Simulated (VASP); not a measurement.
Set up this calculation in VASP 6.6.1, as the native input.

| Quantity | Value |
| --- | --- |
| Task | single point |
| Functional | r2SCAN |
| Potentials or basis | VASP PAW PBE potentials, release 64 (H_h, F_h) |
| Cutoff | 910 eV |
| k mesh | 6 × 6 × 4 |
| Occupations | gaussian, width 0.02 eV |
| Spin | no spin polarisation |
| Dipole correction | no |
| Further INCAR settings | ALGO = Normal; EDIFF = 1e-06; NBANDS = 28 |

H3F2:

```
H F
1.0
     4.03722   -0.40401   -0.14024
     0.51068    3.99164   -0.19204
     0.76802    0.51146    7.00840
H F
6 4
Direct
  0.84735 0.43434 0.15779
  0.85722 0.93273 0.19553
  0.30504 0.68082 0.51665
  0.47596 0.62073 0.53316
  0.05766 0.13763 0.79122
  0.55266 0.13890 0.83014
  0.82454 0.64425 0.08488
  0.87804 0.13223 0.26718
  0.86105 0.13201 0.71958
  0.34050 0.14635 0.90385
```

One way to write it, as run:

POSCAR

```
H3F2
1.0
    4.0372194059     -0.4040076729     -0.1402437462
    0.5106836140      3.9916407365     -0.1920389273
    0.7680181911      0.5114644070      7.0083974079
H F
6 4
Direct
    0.8473512314      0.4343398297      0.1577878928
    0.8572179948      0.9327326421      0.1955317137
    0.3050425321      0.6808239708      0.5166505368
    0.4759567703      0.6207336344      0.5331624328
    0.0576584318      0.1376250004      0.7912193210
    0.5526586361      0.1389035664      0.8301383937
    0.8245379475      0.6442464158      0.0848849243
    0.8780408080      1.1322274867      0.2671795234
    0.8610482843      0.1320140870      0.7195847175
    0.3405013639      0.1463463667      0.9038515439
```

INCAR.step1

```
SYSTEM = H3F2
ALGO = Normal ; EDIFF = 1E-5
ENCUT = 910 ; GGA = PE
GGA_COMPAT = .FALSE. ; ISMEAR = 0
LASPH = .TRUE. ; LCHARG = .FALSE.
LREAL = .FALSE. ; LWAVE = .TRUE.
NBANDS = 28 ; NELM = 120
PREC = Accurate ; SIGMA = 0.02
```

INCAR.step2

```
SYSTEM = H3F2
ALGO = Normal ; EDIFF = 1E-6
ENCUT = 910 ; GGA_COMPAT = .FALSE.
ISIF = 2 ; ISMEAR = 0
ISTART = 1 ; LASPH = .TRUE.
LCHARG = .TRUE. ; LELF = .TRUE.
LMIXTAU = .TRUE. ; LREAL = .FALSE.
LVHAR = .TRUE. ; LWAVE = .FALSE.
METAGGA = R2SCAN ; NBANDS = 28
NELM = 120 ; PREC = Accurate
SIGMA = 0.02
```

KPOINTS

```
k-points
0
G
  6 6 4
  0 0 0
```

Potentials or basis: VASP PAW PBE potentials, release 64 (H_h, F_h).

Command:

```console
$ cat potpaw_PBE.64/H_h/POTCAR potpaw_PBE.64/F_h/POTCAR > POTCAR
$ cp INCAR.step1 INCAR
$ mpirun -np 1 vasp_std > vasp.out
$ cp INCAR.step2 INCAR
$ mpirun -np 1 vasp_std > vasp.out
```

Results of the run:

```json
{
  "Pressure": "-0.5 GPa",
  "Largest force": "0.033 eV/Å",
  "Band gap on the k mesh": "9.41 eV (least direct gap 9.44 eV)"
}
```

Caveat: the PAW data sets were made with another functional, which shifts forces and pressure a little.

Run time: 19 min on 1 thread of Intel(R) Xeon(R) Platinum 8488C (Sapphire Rapids) (shared host), peak memory 0.61 GiB.
